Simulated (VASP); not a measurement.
# Li (Fm-3m) in VASP: a series of runs

Runs on Li. Level: LDA. Tasks: elastic constants.

Everything below comes from runs of VASP 6.6.1. Logs are shortened: lines on timing, memory, paths and dates and some standing lists are left out, and cuts for length are marked.

## Step 1: The cell of the first run

It takes space group Fm-3m (No. 225, cubic). Conventional cell: a = 4.146 Å, b = 4.146 Å, c = 4.146 Å, α = 90.00°, β = 90.00°, γ = 90.00°. Within 3.9 Å of Li (site symmetry m-3m) lie 12 Li at 2.93 Å.

This isn't the form of Li at room conditions, which is bcc.

## Step 2: Elastic constants, LDA

File INCAR:

```
PREC = Accurate ; ENCUT = 600
EDIFF = 1E-8 ; ISMEAR = -1
SIGMA = 0.1 ; LREAL = F
LASPH = T ; NELM = 60
ALGO = Normal ; ISIF = 3
LWAVE = F ; LCHARG = F
IBRION = 6 ; NFREE = 2
POTIM = 0.015 ; NSW = 1
```

File KPOINTS:

```
regular mesh
0
Gamma
  22 22 22
```

File POSCAR:

```
Li
1.0
    0.0000000000      2.0730942879      2.0730942879
    2.0730942879      0.0000000000      2.0730942879
    2.0730942879      2.0730942879      0.0000000000
Li
1
Direct
    0.0000000000      0.0000000000      0.0000000000
```

Potentials or basis: VASP PAW LDA potentials, release 64 (Li_sv).

Run with:

```sh
$ cat potpaw_LDA.64/Li_sv/POTCAR > POTCAR
$ mpirun -np 1 vasp_std > vasp.out
```

OUTCAR:

```text
PREC = Accurate
   ENCUT = 600
   EDIFF = 1E-8
   ISMEAR = -1
   LREAL = F
   LASPH = T
   NELM = 60
   ISIF = 3
   IBRION = 6
   NFREE = 2
   POTIM = 0.015
   NSW = 1

 ion  position               nearest neighbor table
   1  0.000  0.000  0.000-

  LATTYP: Found a face centered cubic cell.
 ALAT       =     4.1461885758

  Lattice vectors:

 A1 = (   0.0000000000,   2.0730942879,   2.0730942879)
 A2 = (   2.0730942879,   0.0000000000,   2.0730942879)
 A3 = (   2.0730942879,   2.0730942879,   0.0000000000)

Analysis of symmetry for initial positions (statically):
=====================================================================
 Subroutine PRICEL returns:
 Original cell was already a primitive cell.

 Routine SETGRP: Setting up the symmetry group for a
 face centered cubic supercell.

 Subroutine GETGRP returns: Found 48 space group operations
 (whereof 48 operations were pure point group operations)
 out of a pool of 48 trial point group operations.

The static configuration has the point symmetry O_h .

Analysis of symmetry for dynamics (positions and initial velocities):
=====================================================================
 Subroutine PRICEL returns:
 Original cell was already a primitive cell.

 Routine SETGRP: Setting up the symmetry group for a
 face centered cubic supercell.

 Subroutine GETGRP returns: Found 48 space group operations
 (whereof 48 operations were pure point group operations)
 out of a pool of 48 trial point group operations.

The dynamic configuration has the point symmetry O_h .

 Subroutine INISYM returns: Found 48 space group operations
 (whereof 48 operations are pure point group operations),
 and found     1 'primitive' translations

----------------------------------------------------------------------------------------

                                     Primitive cell

  volume of cell :      17.8192

  direct lattice vectors                    reciprocal lattice vectors
     0.000000000  2.073094288  2.073094288    -0.241185364  0.241185364  0.241185364
     2.073094288  0.000000000  2.073094288     0.241185364 -0.241185364  0.241185364
     2.073094288  2.073094288  0.000000000     0.241185364  0.241185364 -0.241185364

  length of vectors
     2.931798058  2.931798058  2.931798058     0.417745304  0.417745304  0.417745304

  position of ions in fractional coordinates (direct lattice)
     0.000000000  0.000000000  0.000000000

  ion indices of the primitive-cell ions
   primitive index   ion index
                 1           1

----------------------------------------------------------------------------------------

 KPOINTS: regular mesh

Automatic generation of k-mesh.
 Grid dimensions read from file:
 generate k-points for:   22   22   22

 Generating k-lattice:

  Cartesian coordinates                     Fractional coordinates (reciprocal lattice)
    -0.010962971  0.010962971  0.010962971     0.045454545  0.000000000  0.000000000
     0.010962971 -0.010962971  0.010962971     0.000000000  0.045454545  0.000000000
     0.010962971  0.010962971 -0.010962971     0.000000000  0.000000000  0.045454545

  Length of vectors
[... 88 lines left out ...]
  energy-cutoff  :      600.00
  volume of cell :       17.82
 maximum number of plane-waves:       609
   NGX = 11   NGY = 11   NGZ = 11

--------------------------------------- Ionic step        1  -------------------------------------------

 number of electron       3.0000007 magnetization

 Free energy of the ion-electron system (eV)
  ---------------------------------------------------
  ext. energy  EPLUGINS =         0.00000000
  ---------------------------------------------------
  free energy    TOTEN  =        -2.05087318 eV

  energy without entropy =       -2.03525158  energy(sigma->0) =       -2.04306238

------------------------ aborting loop because EDIFF is reached ----------------------------------------

  FORCE on cell =-STRESS in cart. coord.  units (eV):
  Direction    XX          YY          ZZ          XY          YZ          ZX
  --------------------------------------------------------------------------------------
  -------------------------------------------------------------------------------------
  Total        0.0976337      0.0976337      0.0976337      0.0000000     -0.0000000      0.0000000
  in kB        8.7785597      8.7785597      8.7785597      0.0000000     -0.0000000      0.0000000
  external PRESSURE =       8.7785597 kB  Pullay stress =       0.0000000 kB
[... 86 lines left out ...]
  FREE ENERGIE OF THE ION-ELECTRON SYSTEM (eV)
  ---------------------------------------------------
  free  energy   TOTEN  =        -2.0491531105 eV

  energy  without entropy=       -2.0336061431  energy(sigma->0) =       -2.04137963

[... ionic steps 4 to 12 ...]

--------------------------------------- Ionic step       13  -------------------------------------------

 number of electron       3.0000006 magnetization

------------------------ aborting loop because EDIFF is reached ----------------------------------------
[... 65 lines left out ...]
--------------------------------------- Ionic step       15  -------------------------------------------

 number of electron       3.0000003 magnetization

 Free energy of the ion-electron system (eV)
  ---------------------------------------------------
  ext. energy  EPLUGINS =         0.00000000
  ---------------------------------------------------
  free energy    TOTEN  =        -2.05086779 eV

  energy without entropy =       -2.03524618  energy(sigma->0) =       -2.04305699

 E-fermi :   0.9836     XC(G=0):  -7.4771

 val. band max:        0.9442120794   @ k =   0.5000   0.1818   0.0455
 cond. band min:       0.9859290277   @ k =   0.5000   0.0909   0.0000
 fundamental gap:      0.0417169483
 Fermi energy:         0.9835863588

 k-point     1 :       0.0000    0.0000    0.0000
  band No.  band energies     occupation
      1     -44.4346      2.00000
      2      -2.6640      2.00000
      3      16.4422      0.00000
      4      16.4422      0.00000
      5      16.4422      0.00000
[... 177 lines left out ...]
 k-point    24 :      -0.4545    0.0455    0.0000
  band No.  band energies     occupation
      1     -44.4012      2.00000
      2       0.8485      1.58864
      3       4.5450      0.00000
      4      14.2321      0.00000
      5      14.5035      0.00000

 [... further k-points ...]

------------------------ aborting loop because EDIFF is reached ----------------------------------------

  FORCE on cell =-STRESS in cart. coord.  units (eV):
  Direction    XX          YY          ZZ          XY          YZ          ZX
  --------------------------------------------------------------------------------------
  -------------------------------------------------------------------------------------
  Total        0.0977781      0.0977781      0.0977781      0.0000000      0.0000000     -0.0000000
  in kB        8.7915411      8.7915411      8.7915411      0.0000000      0.0000000     -0.0000000
  external PRESSURE =       8.7915411 kB  Pullay stress =       0.0000000 kB
[... 16 lines left out ...]
  FREE ENERGIE OF THE ION-ELECTRON SYSTEM (eV)
  ---------------------------------------------------
  free  energy   TOTEN  =        -2.0508677878 eV

  energy  without entropy=       -2.0352461835  energy(sigma->0) =       -2.04305699

 INTERNAL STRAIN TENSORS FROM STRAINED CELLS
 ============================================

 INTERNAL STRAIN TENSOR FOR ION    1 for displacements in x,y,z  (eV/Angst):
          X           Y           Z          XY          YZ          ZX
  --------------------------------------------------------------------------------
  x    -0.00000     0.00000    -0.00000     0.00000     0.00000     0.00000
  y     0.00000     0.00000     0.00000    -0.00000     0.00000     0.00000
  z    -0.00000     0.00000     0.00000     0.00000    -0.00000     0.00000

 INTERNAL STRAIN TENSORS FROM DISPLACED ATOMS
 ============================================

 INTERNAL STRAIN TENSOR FOR ION    1 for displacements in x,y,z  (eV/Angst):
          X           Y           Z          XY          YZ          ZX
  --------------------------------------------------------------------------------
  x     0.00000     0.00000     0.00000     0.00000     0.00000     0.00000
  y     0.00000     0.00000     0.00000     0.00000     0.00000     0.00000
  z     0.00000     0.00000     0.00000     0.00000     0.00000     0.00000

 Eigenvectors and eigenvalues of the dynamical matrix
 ----------------------------------------------------

   1 f  =    0.000000 THz     0.000000 2PiTHz    0.000000 cm-1     0.000000 meV
             X         Y         Z           dx          dy          dz
      0.000000  0.000000  0.000000     0.841586   -0.540123    0.000000

   2 f  =    0.000000 THz     0.000000 2PiTHz    0.000000 cm-1     0.000000 meV
             X         Y         Z           dx          dy          dz
      0.000000  0.000000  0.000000    -0.540123   -0.841586    0.000000

   3 f  =    0.000000 THz     0.000000 2PiTHz    0.000000 cm-1     0.000000 meV
             X         Y         Z           dx          dy          dz
      0.000000  0.000000  0.000000     0.000000    0.000000    1.000000

--------------------------------------------------------------------------------------------------------

 ELASTIC MODULI CONTR FROM IONIC RELAXATION (kBar)
 Direction    XX          YY          ZZ          XY          YZ          ZX
 --------------------------------------------------------------------------------
 XX           0.0000      0.0000      0.0000      0.0000      0.0000      0.0000
 YY           0.0000      0.0000      0.0000      0.0000      0.0000      0.0000
 ZZ           0.0000      0.0000      0.0000      0.0000      0.0000      0.0000
 XY           0.0000      0.0000      0.0000      0.0000      0.0000      0.0000
 YZ           0.0000      0.0000      0.0000      0.0000      0.0000      0.0000
 ZX           0.0000      0.0000      0.0000      0.0000      0.0000      0.0000
 --------------------------------------------------------------------------------

 TOTAL ELASTIC MODULI (kBar)
 Direction    XX          YY          ZZ          XY          YZ          ZX
 --------------------------------------------------------------------------------
 XX         191.8777    150.9333    150.9333     -0.0000     -0.0000      0.0000
 YY         150.9333    191.8777    150.9333     -0.0000     -0.0000      0.0000
 ZZ         150.9333    150.9333    191.8777     -0.0000     -0.0000     -0.0000
 XY          -0.0000     -0.0000     -0.0000    113.1390      0.0000      0.0000
 YZ          -0.0000     -0.0000     -0.0000      0.0000    113.1390      0.0000
 ZX           0.0000      0.0000     -0.0000      0.0000      0.0000    113.1390
 --------------------------------------------------------------------------------
```

Run time: 22 min. Hardware: 1 thread of Intel Xeon 8259CL, shared host; peak memory 0.55 GiB.

What came out:

```yaml
Elastic_constants_C11_C12_C44: 19, 15, 11 GPa
Voigt_bulk_modulus: 16 GPa
```

Elastic tensor in Voigt notation (GPa, in the Cartesian axes of the cell as first typed):
```
19 15 15  0  0  0
15 19 15  0  0  0
15 15 19  0  0  0
 0  0  0 11  0  0
 0  0  0  0 11  0
 0  0  0  0  0 11
```

Clamped-ion elastic tensor (GPa):
```
19 15 15  0  0  0
15 19 15  0  0  0
15 15 19  0  0  0
 0  0  0 11  0  0
 0  0  0  0 11  0
 0  0  0  0  0 11
```

Caveat: the cutoff is under 1.25 times the usual one of these potentials, so pressure, stress and relaxed cells hold a basis-set (Pulay) error.

## Step 3: Elastic constants, LDA

This run uses another cell than the first one, of 18.95 Å³/atom.

File INCAR:

```
SYSTEM = Li
ALGO     = Normal         ! electronic algorithm
EDIFF    = 1E-8           ! SCF threshold, eV
ENCUT    = 600            ! plane-wave cutoff, eV
IBRION   = 6              ! ionic algorithm
ISIF     = 3              ! what is computed and relaxed
ISMEAR   = -1             ! smearing method
LASPH    = .True.         ! aspherical terms in the spheres
LCHARG   = .False.        ! write CHGCAR
LREAL    = .False.        ! projectors in reciprocal space
LWAVE    = .False.        ! write WAVECAR
NBANDS   = 8              ! bands
NELM     = 80             ! most SCF steps
NFREE    = 2            
NSW      = 1              ! ionic steps
POTIM    = 0.015          ! step
PREC     = Accurate       ! precision mode
SIGMA    = 0.1            ! smearing width, eV
```

File KPOINTS:

```
k-points
0
Gamma
  22 22 22
  0 0 0
```

File POSCAR:

```
Li
1.0
    0.0000000000      2.1161138928      2.1161138928
    2.1161138928      0.0000000000      2.1161138928
    2.1161138928      2.1161138928      0.0000000000
Li
1
Direct
    0.0000000000      0.0000000000      0.0000000000
```

Potentials or basis: VASP PAW LDA potentials, release 64 (Li_sv).

Run with:

```sh
$ cat potpaw_LDA.64/Li_sv/POTCAR > POTCAR
$ mpirun -np 1 vasp_std > vasp.out
```

OUTCAR:

```text
SYSTEM = Li
   EDIFF = 1E-8
   ENCUT = 600
   IBRION = 6
   ISIF = 3
   ISMEAR = -1
   LASPH = .True.
   LREAL = .False.
   NELM = 80
   NFREE = 2
   NSW = 1
   POTIM = 0.015
   PREC = Accurate

 ion  position               nearest neighbor table
   1  0.000  0.000  0.000-
[... 697 lines left out ...]
             X         Y         Z           dx          dy          dz
      0.000000  0.000000  0.000000     0.990992   -0.133918    0.000000

   2 f  =    0.000000 THz     0.000000 2PiTHz    0.000000 cm-1     0.000000 meV
             X         Y         Z           dx          dy          dz
      0.000000  0.000000  0.000000    -0.133918   -0.990992    0.000000

   3 f  =    0.000000 THz     0.000000 2PiTHz    0.000000 cm-1     0.000000 meV
             X         Y         Z           dx          dy          dz
      0.000000  0.000000  0.000000     0.000000    0.000000    1.000000

--------------------------------------------------------------------------------------------------------

 ELASTIC MODULI CONTR FROM IONIC RELAXATION (kBar)
 Direction    XX          YY          ZZ          XY          YZ          ZX
 --------------------------------------------------------------------------------
 XX           0.0000      0.0000      0.0000      0.0000      0.0000      0.0000
 YY           0.0000      0.0000      0.0000      0.0000      0.0000      0.0000
 ZZ           0.0000      0.0000      0.0000      0.0000      0.0000      0.0000
 XY           0.0000      0.0000      0.0000      0.0000      0.0000      0.0000
 YZ           0.0000      0.0000      0.0000      0.0000      0.0000      0.0000
 ZX           0.0000      0.0000      0.0000      0.0000      0.0000      0.0000
 --------------------------------------------------------------------------------

 TOTAL ELASTIC MODULI (kBar)
 Direction    XX          YY          ZZ          XY          YZ          ZX
 --------------------------------------------------------------------------------
 XX         165.7538    129.6338    129.6338     -0.0000      0.0000      0.0000
 YY         129.6338    165.7538    129.6338     -0.0000     -0.0000     -0.0000
 ZZ         129.6338    129.6338    165.7538     -0.0000     -0.0000      0.0000
 XY          -0.0000     -0.0000     -0.0000    105.9393      0.0000     -0.0000
 YZ           0.0000     -0.0000     -0.0000      0.0000    105.9393      0.0000
 ZX           0.0000     -0.0000      0.0000     -0.0000      0.0000    105.9393
 --------------------------------------------------------------------------------
```

Wall time 43 min (1 thread of Intel Xeon 8259CL, shared host); peak memory 0.74 GiB.

What came out:

| Property | Result |
| --- | --- |
| Elastic constants C11, C12, C44 | 17, 13, 11 GPa |
| Voigt bulk modulus | 14 GPa |

Elastic tensor in Voigt notation (GPa, in the Cartesian axes of the cell as first typed):
```
17 13 13  0  0  0
13 17 13  0  0  0
13 13 17  0  0  0
 0  0  0 11  0  0
 0  0  0  0 11  0
 0  0  0  0  0 11
```

Clamped-ion elastic tensor (GPa):
```
17 13 13  0  0  0
13 17 13  0  0  0
13 13 17  0  0  0
 0  0  0 11  0  0
 0  0  0  0 11  0
 0  0  0  0  0 11
```

Caveat: the cutoff is under 1.25 times the usual one of these potentials, so pressure, stress and relaxed cells hold a basis-set (Pulay) error.
